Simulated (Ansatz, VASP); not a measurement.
## One calculation of Pb, two programs

```xyz
1
Lattice="0.0000 2.4946 2.4946 2.4946 0.0000 2.4946 2.4946 2.4946 0.0000" Properties=species:S:1:pos:R:3 pbc="T T T"
Pb    0.0000    0.0000    0.0000
```

Alike in both runs: task single point; functional r2SCAN; k mesh 11 × 11 × 11; occupations fermi-dirac, width 0.6 eV; no spin polarisation.

```csv
,VASP,Ansatz
version,VASP 6.6.1,Ansatz 0.2.0
potentials or method,"VASP PAW PBE potentials, release 64 (Pb_d), cutoff 520 eV","plane waves (500 eV) with PAW, scalar-relativistic"
valence electrons in the cell,14,14
```

```csv
,VASP,Ansatz,Ansatz less VASP
pressure (GPa),1.5,1.5,0.00
```

VASP's potentials were made for PBE, not for r2SCAN.

Spin-orbit coupling is off throughout.
